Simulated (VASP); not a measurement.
# SiC (F-43m) in VASP: a series of runs

SiC is run at these levels: r2SCAN; tasks: single point.

Everything below comes from runs of VASP 6.6.1. Logs are shortened: lines on timing, memory, paths and dates and some standing lists are left out, and cuts for length are marked.

**The experiment to reproduce.**

From “Insight into the structural, elastic and electronic properties of a new orthorhombic 6O-SiC polytype”, 2020, pmc:7200658, for a bulk crystal of SiC: band gap 2.4 eV (indirect).

The results are compared with them further down.

**1. The cell of the first run**

The structure is cubic, space group F-43m (No. 216). Conventional cell: a = 4.358 Å, b = 4.358 Å, c = 4.358 Å, α = 90.00°, β = 90.00°, γ = 90.00°. Within 2.5 Å of Si (site symmetry -43m) lie 4 C at 1.89 Å. C (site symmetry -43m) has 4 Si at 1.89 Å within 2.5 Å.

**2. Single point, r2SCAN**

Contents of POSCAR:

```
SiC
1.0
    0.0000000000      2.1790000000      2.1790000000
    2.1790000000      0.0000000000      2.1790000000
    2.1790000000      2.1790000000      0.0000000000
Si C
1 1
Direct
    0.0000000000      0.0000000000      0.0000000000
    0.7500000000      0.7500000000      0.7500000000
```

Contents of INCAR.step1:

```
SYSTEM = SiC
  ALGO = Normal
  EDIFF = 1E-5
  ENCUT = 660
  GGA = PE
  GGA_COMPAT = .FALSE.
  ISMEAR = 0
  LASPH = .TRUE.
  LCHARG = .FALSE.
  LREAL = .FALSE.
  LWAVE = .TRUE.
  NBANDS = 11
  NELM = 120
  PREC = Accurate
  SIGMA = 0.01
```

Contents of INCAR.step2:

```
SYSTEM = SiC
  ALGO = Normal
  EDIFF = 1E-6
  ENCUT = 660
  GGA_COMPAT = .FALSE.
  ISIF = 2
  ISMEAR = 0
  ISTART = 1
  LASPH = .TRUE.
  LCHARG = .TRUE.
  LELF = .TRUE.
  LMIXTAU = .TRUE.
  LREAL = .FALSE.
  LVHAR = .TRUE.
  LWAVE = .FALSE.
  METAGGA = R2SCAN
  NBANDS = 11
  NELM = 120
  PREC = Accurate
  SIGMA = 0.01
```

Contents of KPOINTS:

```
k-points
0
G
  8 8 8
  0 0 0
```

Potentials or basis: VASP PAW PBE potentials, release 64 (Si, C).

Command:

```
> cat potpaw_PBE.64/Si/POTCAR potpaw_PBE.64/C/POTCAR > POTCAR
> cp INCAR.step1 INCAR
> mpirun -np 1 vasp_std > vasp.out
> cp INCAR.step2 INCAR
> mpirun -np 1 vasp_std > vasp.out
```

OUTCAR:

```text
SYSTEM = SiC
   EDIFF = 1E-6
   ENCUT = 660
   ISIF = 2
   ISMEAR = 0
   ISTART = 1
   LASPH = .TRUE.
   LREAL = .FALSE.
   METAGGA = R2SCAN
   NELM = 120
   PREC = Accurate

 ion  position               nearest neighbor table
   1  0.000  0.000  0.000-   2 1.89   2 1.89   2 1.89   2 1.89
   2  0.750  0.750  0.750-   1 1.89   1 1.89   1 1.89   1 1.89

  LATTYP: Found a face centered cubic cell.
 ALAT       =     4.3580000000

  Lattice vectors:

 A1 = (   0.0000000000,   2.1790000000,   2.1790000000)
 A2 = (   2.1790000000,   0.0000000000,   2.1790000000)
 A3 = (   2.1790000000,   2.1790000000,   0.0000000000)

Analysis of symmetry for initial positions (statically):
=====================================================================
 Subroutine PRICEL returns:
 Original cell was already a primitive cell.

 Routine SETGRP: Setting up the symmetry group for a
 face centered cubic supercell.

 Subroutine GETGRP returns: Found 24 space group operations
 (whereof 24 operations were pure point group operations)
 out of a pool of 48 trial point group operations.

The static configuration has the point symmetry T_d .

Analysis of symmetry for dynamics (positions and initial velocities):
=====================================================================
 Subroutine PRICEL returns:
 Original cell was already a primitive cell.

 Routine SETGRP: Setting up the symmetry group for a
 face centered cubic supercell.

 Subroutine GETGRP returns: Found 24 space group operations
 (whereof 24 operations were pure point group operations)
 out of a pool of 48 trial point group operations.

The dynamic configuration has the point symmetry T_d .

 Subroutine INISYM returns: Found 24 space group operations
 (whereof 24 operations are pure point group operations),
 and found     1 'primitive' translations

----------------------------------------------------------------------------------------

                                     Primitive cell

  volume of cell :      20.6920

  direct lattice vectors                    reciprocal lattice vectors
     0.000000000  2.179000000  2.179000000    -0.229463056  0.229463056  0.229463056
     2.179000000  0.000000000  2.179000000     0.229463056 -0.229463056  0.229463056
     2.179000000  2.179000000  0.000000000     0.229463056  0.229463056 -0.229463056

  length of vectors
     3.081571352  3.081571352  3.081571352     0.397441672  0.397441672  0.397441672

  position of ions in fractional coordinates (direct lattice)
     0.000000000  0.000000000  0.000000000
     0.750000000  0.750000000  0.750000000

  ion indices of the primitive-cell ions
   primitive index   ion index
                 1           1
                 2           2

----------------------------------------------------------------------------------------

 KPOINTS: k-points

Automatic generation of k-mesh.
 Grid dimensions read from file:
 generate k-points for:    8    8    8

 Generating k-lattice:

  Cartesian coordinates                     Fractional coordinates (reciprocal lattice)
    -0.028682882  0.028682882  0.028682882     0.125000000  0.000000000  0.000000000
     0.028682882 -0.028682882  0.028682882     0.000000000  0.125000000  0.000000000
     0.028682882  0.028682882 -0.028682882     0.000000000  0.000000000  0.125000000

  Length of vectors
     0.049680209  0.049680209  0.049680209

  Shift w.r.t. Gamma in fractional coordinates (k-lattice)
     0.000000000  0.000000000  0.000000000

 Subroutine IBZKPT returns following result:
 ===========================================

 Found     29 irreducible k-points:

 Following reciprocal coordinates:
            Coordinates               Weight
  0.000000  0.000000  0.000000      1.000000
  0.125000  0.000000  0.000000      8.000000
  0.250000  0.000000  0.000000      8.000000
  0.375000  0.000000  0.000000      8.000000
  0.500000  0.000000  0.000000      4.000000
  0.125000  0.125000  0.000000      6.000000
[... 16 lines left out ...]
  0.500000  0.250000  0.125000     48.000000
 -0.375000  0.250000  0.125000     24.000000
 [... further k-points ...]
   k-points           NKPTS =     29   k-points in BZ     NKDIM =     29   number of bands    NBANDS=     11
   number of dos      NEDOS =    301   number of ions     NIONS =      2
   total plane-waves  NPLWV =  21952
   dimension x,y,z NGX =    28 NGY =   28 NGZ =   28
   dimension x,y,z NGXF=    56 NGYF=   56 NGZF=   56
   ions per type =               1   1
   NGX,Y,Z   is equivalent  to a cutoff of  15.11, 15.11, 15.11 a.u.
   NGXF,Y,Z  is equivalent  to a cutoff of  30.21, 30.21, 30.21 a.u.
 SYSTEM =  SiC
   PREC   = accura    normal or accurate (medium, high low for compatibility)
   ISTART =      1    job   : 0-new  1-cont  2-samecut
   ICHARG =      0    charge: 1-file 2-atom 10-const
   ISPIN  =      1    spin polarized calculation?
   LNONCOLLINEAR =      F non collinear calculations
   LSORBIT =      F    spin-orbit coupling
   LASPH  =      T    aspherical Exc in radial PAW
   ENCUT  =  660.0 eV  48.51 Ry    6.96 a.u.   6.46  6.46  6.46*2*pi/ulx,y,z
   NELM   =    120;   NELMIN=  2; NELMDL=  0     # of ELM steps
   EDIFF  = 0.1E-05   stopping-criterion for ELM
   LREAL  =      F    real-space projection
   EDIFFG = 0.1E-04   stopping-criterion for IOM
   NSW    =      0    number of steps for IOM
   IBRION =     -1    ionic relax: 0-MD 1-quasi-New 2-CG
   NFREE  =      0    steps in history (QN), initial steepest desc. (CG)
   ISIF   =      2    stress and relaxation
   ISYM   =      2    0-nonsym 1-usesym 2-fastsym
   POTIM  = 0.5000    time-step for ionic-motion
   TEBEG  =    0.0;   TEEND  =   0.0 temperature during run
   PSTRESS=    0.0 pullay stress
   NELECT =       8.0000    total number of electrons
   NUPDOWN=      -1.0000    fix difference up-down
   EMIN   =  10.00;   EMAX   =-10.00  energy-range for DOS
   EFERMI =   0.00;   METHOD = LEGACY
   ISMEAR =     0;   SIGMA  =   0.01  broadening in eV -4-tet -1-fermi 0-gaus
   EFERMI_NEDOS =   21; number of points for ismear=-14 and -15
   IALGO  =     38    algorithm
   IMIX   =      4    mixing-type and parameters
     AMIX     =   0.40;   BMIX     =  1.00
     AMIX_MAG =   1.60;   BMIX_MAG =  1.00
  volume/ion in A,a.u.               =      10.35        69.82
  Fermi-wavevector in a.u.,A,eV,Ry     =   1.192626  2.253736 19.352338  1.422357
  Thomas-Fermi vector in A             =   2.328660
   LORBIT       =      0    0 simple, 1 ext, 2 COOP (PROOUT), +10 PAW based schemes
   METAGGA = R2SCAN    functional components
   LHFCALC =     F    Hartree Fock is set to
   AEXX    =    0.0000 exact exchange contribution
   IVDW    =     0    specifies the selected vdW correction
   LEPSILON=     F    determine dielectric tensor
   LRPA    =     F    only Hartree local field effects (RPA)
 non-spin polarized calculation
 Gauss-broadening in eV      SIGMA  =   0.01
  energy-cutoff  :      660.00
  volume of cell :       20.69
 maximum number of plane-waves:       821
 NGX is ok and might be reduce to    28
   NGX = 13   NGY = 13   NGZ = 13

 number of electron       8.0000000 magnetization

 Free energy of the ion-electron system (eV)
  ---------------------------------------------------
  ext. energy  EPLUGINS =         0.00000000
  ---------------------------------------------------
  free energy    TOTEN  =       -19.33056984 eV

  energy without entropy =      -19.33056984  energy(sigma->0) =      -19.33056984

 E-fermi :   8.0833     XC(G=0): -11.9338

 val. band max:        7.9809868442   @ k =   0.0000   0.0000   0.0000
 cond. band min:       9.7074427012   @ k =   0.5000   0.5000   0.0000
 fundamental gap:      1.7264558570
 Fermi energy:         8.0833361231

 k-point     1 :       0.0000    0.0000    0.0000
  band No.  band energies     occupation
      1      -8.1974      2.00000
      2       7.9810      2.00000
      3       7.9810      2.00000
      4       7.9810      2.00000
      5      14.8158      0.00000
      6      15.8317      0.00000
      7      15.8317      0.00000
      8      15.8317      0.00000
      9      23.1911      0.00000
     10      23.1911      0.00000
     11      25.7449      0.00000

 k-point     2 :       0.1250    0.0000    0.0000
  band No.  band energies     occupation
      1      -7.8818      2.00000
      2       6.4374      2.00000
      3       7.7709      2.00000
      4       7.7709      2.00000
      5      15.0382      0.00000
      6      16.2057      0.00000
      7      16.2057      0.00000
      8      16.4650      0.00000
      9      21.9790      0.00000
     10      21.9790      0.00000
     11      25.1243      0.00000

 k-point     3 :       0.2500    0.0000    0.0000
  band No.  band energies     occupation
      1      -6.9618      2.00000
      2       3.5120      2.00000
      3       7.3456      2.00000
      4       7.3456      2.00000
      5      14.5411      0.00000
      6      16.4653      0.00000
      7      16.4653      0.00000
      8      18.1509      0.00000
      9      21.8428      0.00000
     10      21.8429      0.00000
     11      24.1644      0.00000

 k-point     4 :       0.3750    0.0000    0.0000
  band No.  band energies     occupation
      1      -5.5778      2.00000
      2       0.6799      2.00000
      3       7.0004      2.00000
      4       7.0004      2.00000
      5      14.1201      0.00000
      6      16.0034      0.00000
      7      16.0034      0.00000
      8      18.8951      0.00000
      9      23.9952      0.00000
     10      23.9952      0.00000
     11      24.6360      0.00000
[... 239 lines left out ...]
 k-point    22 :       0.3750    0.2500    0.1250
  band No.  band energies     occupation
      1      -6.1638      2.00000
      2       3.2909      2.00000
      3       5.0238      2.00000
      4       6.6532      2.00000
      5      13.8819      0.00000
      6      16.2377      0.00000
      7      17.0838      0.00000
      8      18.8006      0.00000
      9      21.0608      0.00000
     10      24.9606      0.00000
     11      28.5096      0.00000

 k-point    23 :       0.5000    0.2500    0.1250
  band No.  band energies     occupation
      1      -4.8403      2.00000
      2       1.2090      2.00000
      3       4.2533      2.00000
      4       5.9844      2.00000
      5      13.8195      0.00000
      6      16.1802      0.00000
      7      17.8899      0.00000
      8      19.1974      0.00000
      9      22.3178      0.00000
     10      25.5343      0.00000
     11      28.4911      0.00000

 k-point    24 :      -0.3750    0.2500    0.1250
  band No.  band energies     occupation
      1      -3.9128      2.00000
      2      -0.1021      2.00000
      3       4.1330      2.00000
      4       5.6368      2.00000
      5      13.7608      0.00000
      6      15.8427      0.00000
      7      18.8839      0.00000
      8      19.8361      0.00000
      9      22.3208      0.00000
     10      25.2371      0.00000
     11      28.5221      0.00000

 [... further k-points ...]

------------------------ aborting loop because EDIFF is reached ----------------------------------------

  FORCE on cell =-STRESS in cart. coord.  units (eV):
  Direction    XX          YY          ZZ          XY          YZ          ZX
  --------------------------------------------------------------------------------------
  -------------------------------------------------------------------------------------
  Total       -0.0834814     -0.0834814     -0.0834814     -0.0000000     -0.0000000      0.0000000
  in kB       -6.4639625     -6.4639625     -6.4639625     -0.0000000     -0.0000000      0.0000000
  external PRESSURE =      -6.4639625 kB  Pullay stress =       0.0000000 kB

 VOLUME and BASIS-vectors are now :
 -----------------------------------------------------------------------------
  energy-cutoff  :      660.00
  volume of cell :       20.69
      direct lattice vectors                 reciprocal lattice vectors
     0.000000000  2.179000000  2.179000000    -0.229463056  0.229463056  0.229463056
     2.179000000  0.000000000  2.179000000     0.229463056 -0.229463056  0.229463056
     2.179000000  2.179000000  0.000000000     0.229463056  0.229463056 -0.229463056

 POSITION                                       TOTAL-FORCE (eV/Angst)
 -----------------------------------------------------------------------------------
      0.00000      0.00000      0.00000         0.000000      0.000000      0.000000
      3.26850      3.26850      3.26850        -0.000000     -0.000000     -0.000000
 -----------------------------------------------------------------------------------
    total drift:                                0.000000      0.000000      0.000000

  FREE ENERGIE OF THE ION-ELECTRON SYSTEM (eV)
  ---------------------------------------------------
  free  energy   TOTEN  =       -19.3305698367 eV

  energy  without entropy=      -19.3305698367  energy(sigma->0) =      -19.33056984
```

It took 21 s on 1 thread of Intel Xeon 6975P-C (Granite Rapids), shared host; peak memory 0.15 GiB.

Results:

```
Free energy            : -19.3306 eV
Pressure               : -0.6 GPa
Band gap on the k mesh : 1.73 eV (least direct gap 5.06 eV)
```

Levels at points of the mesh, in eV from the valence-band top:
| k point | band 1 | band 2 | band 3 | band 4 | band 5 | band 6 | band 7 | band 8 | band 9 |
| --- | --- | --- | --- | --- | --- | --- | --- | --- | --- |
| (0.00, 0.00, 0.00) | -16.18 | 0.00 | 0.00 | 0.00 | 6.83 | 7.85 | 7.85 | 7.85 | 15.21 |
| (0.50, 0.00, 0.00) | -12.55 | -8.82 | -1.11 | -1.11 | 5.99 | 7.75 | 7.75 | 10.95 | 17.41 |
| (0.50, 0.50, 0.00) | -11.09 | -8.05 | -3.33 | -3.33 | 1.73 | 4.82 | 15.13 | 15.13 | 15.99 |

Caveat: the PAW data sets were made with another functional, which shifts forces and pressure a little.

(Continued in part 2 of 2.)
